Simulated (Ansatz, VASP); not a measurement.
Fe in VASP and in Ansatz

```
CELL_PARAMETERS angstrom
0.00000 1.97982 2.00365
1.52783 0.00000 2.00365
1.52783 1.97982 0.00000
ATOMIC_POSITIONS crystal
Fe 0.00000 0.00000 0.00000
```

Alike in both runs: task single point; functional LDA; k mesh 13 × 13 × 13; occupations fermi-dirac, width 0.05 eV; collinear spin.

|  | VASP | Ansatz |
| --- | --- | --- |
| version | VASP 6.6.1 | Ansatz 0.2.0 |
| potentials or method | VASP PAW LDA potentials, release 64 (Fe_sv) | Ansatz PAW |
| plane-wave cutoff (eV) | 600 | 420 |
| valence electrons in the cell | 16 | 16 |

|  | VASP | Ansatz | Ansatz less VASP |
| --- | --- | --- | --- |
| gap on the k mesh at the Fermi level (eV) | none | none | - |
| net moment per atom (μB) | 2.22 | 2.28 | +0.063 |
| size of the moment on the site where the two differ most (μB) | 2.18 | 2.30 | +0.122 |

LDA's correlation is that of Perdew and Zunger in VASP and of Perdew and Wang (1992) in Ansatz. Site moments also hang on the region over which each program counts them. A gap of «none» marks a metal or a gap that the smearing closes.
